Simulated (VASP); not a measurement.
Here is a VASP 6.6.1 calculation.

INCAR

```
ALGO = Normal
EDIFF = 1E-6
EDIFFG = -0.04
ENCUT = 600
GGA = PE
IBRION = 2
ISIF = 3
ISMEAR = 0
LASPH = True
LCHARG = False
LREAL = False
LWAVE = False
NELM = 60
NSW = 90
PREC = Accurate
SIGMA = 0.1
```

KPOINTS

```
k-points
0
Gamma
  6 6 4
```

POSCAR

```
GaN
1.0
    2.6317986900      0.0000000000      0.0000000000
   -1.3158993400      2.2792045200      0.0000000000
    0.0000000000      0.0000000000      4.3759089200
Ga N
1 1
Direct
    0.0000000000      0.0000000000      0.5000000000
    0.6666666700      0.3333333300      0.0000000000
```

Potentials or basis: VASP PAW PBE potentials, release 64 (Ga_d, N).

Run with:

```bash
$ cat potpaw_PBE.64/Ga_d/POTCAR potpaw_PBE.64/N/POTCAR > POTCAR
$ mpirun -np 1 vasp_std > vasp.out
```

Q: What does it give for the relaxed cell?

A: a = 3.006 Å, b = 3.006 Å, c = 2.678 Å, α = 90.00°, β = 90.00°, γ = 120.00°.

Q: Predict the space group after relaxing (to 0.1 Å).

A: P-6m2 (No. 187).

Q: What does it give for the relaxed volume?

A: 10.48 Å³/atom.

Q: What does it give for the band gap on the k mesh?

A: Zero (bands 9 and 10 overlap by 0.96 eV).

Final structure:
```yaml
crystal:
  lattice:
    - [3.00580, 0.00000, 0.00000]
    - [-1.50290, 2.60310, 0.00000]
    - [0.00000, 0.00000, 2.67790]
  atoms:
    - { symbol: Ga, position: [0.00000, 0.00000, 0.50000] }
    - { symbol: N, position: [0.66667, 0.33333, 0.00000] }
```

Caveat: the k points lie up to 0.59 Å⁻¹ apart in the final cell, too coarse for converged energies and pressures of a metal; the volume moved by over 15 % at a fixed basis, so the end points are rough.
